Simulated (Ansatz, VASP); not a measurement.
# TiMnC4N4: VASP beside Ansatz

```
CELL_PARAMETERS angstrom
5.88674 0.00000 0.00000
0.00000 5.88674 0.00000
0.00000 0.00000 5.88674
ATOMIC_POSITIONS crystal
Ti 0.50000 0.50000 0.50000
Mn 0.00000 0.00000 0.00000
C 0.19105 0.19105 0.19105
C 0.19105 0.80895 0.80895
C 0.80895 0.19105 0.80895
C 0.80895 0.80895 0.19105
N 0.30780 0.30780 0.30780
N 0.30780 0.69220 0.69220
N 0.69220 0.30780 0.69220
N 0.69220 0.69220 0.30780
```

Alike in both runs: functional PBE; k mesh 4 × 4 × 4; occupations gaussian, width 0.1 eV; collinear spin.

Ansatz relaxed the structure, and its values are those at the end. VASP's run is a single point on that final structure, the one shown.

```csv
,VASP,Ansatz
version,VASP 6.6.1,Ansatz 0.2.0
potentials or method,"VASP PAW PBE potentials, release 64 (Ti_sv, Mn_pv, C, N), cutoff 520 eV","scalar-relativistic, plane waves, PAW"
valence electrons in the cell,61,63
```

Ansatz gave:

| Property | Result |
| --- | --- |
| gap on the k mesh at the Fermi level (eV) | 0.09 |
| least direct gap on the mesh (eV) | 0.09 |
| pressure (GPa) | -0.3 |
| rms of the force components (eV/Å) | 0.006 |
| net moment per atom (μB) | 0.30 |
| size of the moment on the site where the two differ most (μB) | 2.60 |

**Question.** Which values does VASP return?

**Answer.** gap on the k mesh at the Fermi level (eV): 0.08; least direct gap on the mesh (eV): 0.08; pressure (GPa): 0.1; rms of the force components (eV/Å): 0.129; net moment per atom (μB): 0.30; size of the moment on the site where the two differ most (μB): 3.06.

Site moments also hang on the region over which each program counts them. VASP's potentials hold 61 valence electrons a cell and Ansatz's 63, so a difference there can come from the potentials and not from the codes. Ansatz's warnings: seeded moment not kept.

Noted on VASP's run: the standard files for N, O and F lose accuracy on very short bonds.
